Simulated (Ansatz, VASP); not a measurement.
**One calculation of BaTiO3, two programs**

```
Ba Ti O
1.0
     2.94618    1.70098    2.27567
    -2.94618    1.70098    2.27567
     0.00000   -3.40196    2.27567
Ba Ti O
1 1 3
Direct
  0.00268 0.00268 0.00268
  0.51280 0.51280 0.51280
  0.49032 0.49032 0.98258
  0.49032 0.98258 0.49032
  0.98258 0.49032 0.49032
```

Change from the starting cell: strain +0.030 along x and y, -0.030 along z, atoms carried along.

Alike in both runs: task single point; functional PBE; k mesh 6 × 6 × 6; occupations gaussian, width 0.05 eV; no spin polarisation; Hubbard terms Ti d U = 4.0 eV.

|  | VASP | Ansatz |
| --- | --- | --- |
| version | VASP 6.6.1 | Ansatz 0.2.0 |
| potentials or method | VASP PAW PBE potentials, release 64 (Ba_sv, Ti_sv, O), cutoff 520 eV | scalar-relativistic, plane waves, PAW |
| valence electrons in the cell | 40 | 40 |

|  | VASP | Ansatz | Ansatz less VASP |
| --- | --- | --- | --- |
| gap on the k mesh at the Fermi level (eV) | 2.36 | 2.42 | +0.053 |
| least direct gap on the mesh (eV) | 2.72 | 2.75 | +0.030 |
| pressure (GPa) | -1.2 | -4.3 | -3.10 |
| traceless stress, the component that is largest in VASP (GPa) | 8.49 | 8.61 | +0.121 |
| rms of the force components (eV/Å) | 0.129 | 0.119 | -0.0101 |

The programs project onto different local orbitals, so the same U acts differently, and such runs can settle in different states. Atom by atom the forces differ by 0.200 eV/Å (rms over components).

Spin-orbit coupling is off throughout.
